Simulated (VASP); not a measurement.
Here is a VASP 6.6.1 calculation.

The input INCAR:

```
SYSTEM = Se
ALGO = Normal
EDIFF = 1E-6
EDIFFG = -0.01
ENCUT = 600
GGA = PS
IBRION = 2
ISIF = 3
ISMEAR = 0
LASPH = .True.
LCHARG = .False.
LREAL = .False.
LWAVE = .False.
NELM = 80
NSW = 100
PREC = Accurate
SIGMA = 0.1
```

File KPOINTS:

```
k-points
0
Gamma
  21 21 20
  0 0 0
```

POSCAR

```
Se
1.0
    2.9500939775      0.0000000000      0.0000000000
   -1.4750469888      2.5548563281      0.0000000000
    0.0000000000      0.0000000000      2.7219101699
Se
1
Direct
    0.0000000000      0.0000000000      0.0000000000
```

Potentials or basis: VASP PAW PBE potentials, release 64 (Se).

Launch:

```sh
$ cat potpaw_PBE.64/Se/POTCAR > POTCAR
$ mpirun -np 1 vasp_std > vasp.out
```

Question: Estimate the band gap on the k mesh.

Answer: Zero (band 3 reaches 8.66 eV, above the bottom of band 4 at 2.03 eV).

Question: Estimate the space group after relaxing (to 0.05 Å).

Answer: P6/mmm (No. 191).

Question: Predict the relaxed volume.

Answer: 21.00 Å³/atom.

Question: Estimate the relaxed cell.

Answer: a = 3.050 Å, b = 3.050 Å, c = 2.606 Å, α = 90.00°, β = 90.00°, γ = 120.00°.

Step by step:
```tsv
step	energy change (eV)	largest force (eV/Å)	pressure (GPa)	volume (Å³)
1	0.0000	0.0000	0.78	20.52
2	-0.0055	0.0000	-0.30	20.81
3	-0.0087	0.0000	-1.19	21.11
4	-0.0091	0.0000	-2.23	21.71
5	-0.0102	0.0000	-1.65	21.33
6	-0.0138	0.0000	-0.76	21.19
7	-0.0140	0.0000	-0.50	21.15
8	-0.0140	0.0000	-0.47	21.15
9	-0.0142	0.0000	-0.27	21.08
10	-0.0143	0.0000	-0.10	21.02
11	-0.0143	0.0000	-0.12	21.02
12	-0.0143	0.0000	-0.09	21.01
13	-0.0143	0.0000	-0.01	21.00
```

Caveat: the PAW data sets were made with another functional, which shifts forces and pressure a little.
